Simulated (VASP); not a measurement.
Here is a VASP 6.6.1 calculation.

INCAR

```
PREC = Accurate ; ENCUT = 500
EDIFF = 1E-6 ; ISMEAR = 0
SIGMA = 0.1 ; LREAL = F
LASPH = T ; NELM = 120
ALGO = Normal ; ISIF = 2
LWAVE = F ; LCHARG = T
GGA = PS ; LELF = T
LVHAR = T ; NBANDS = 21
GGA_COMPAT = F
```

KPOINTS

```
Automatic mesh
0
Gamma
  6 6 4
```

POSCAR

```
Ru
1.0
    2.7057993342      0.0000000000      0.0000000000
   -1.3528996671      2.3432909610      0.0000000000
    0.0000000000      0.0000000000      4.2819000000
Ru
2
Direct
    0.3333333333      0.6666666667      0.2500000000
    0.6666666667      0.3333333333      0.7500000000
```

Potentials or basis: VASP PAW PBE potentials, release 64 (Ru_pv).

The run is started by

```console
$ cat potpaw_PBE.64/Ru_pv/POTCAR > POTCAR
$ mpirun -np 1 vasp_std > vasp.out
```

(1) Predict the band gap on the k mesh.

(2) Estimate the pressure.

Results:

(1) zero (band 14 reaches 14.15 eV, above the bottom of band 15 at 11.32 eV).

(2) -5.6 GPa.

Caveat: the k points lie up to 0.45 Å⁻¹ apart; the PAW data sets were made with another functional, which shifts forces and pressure a little.
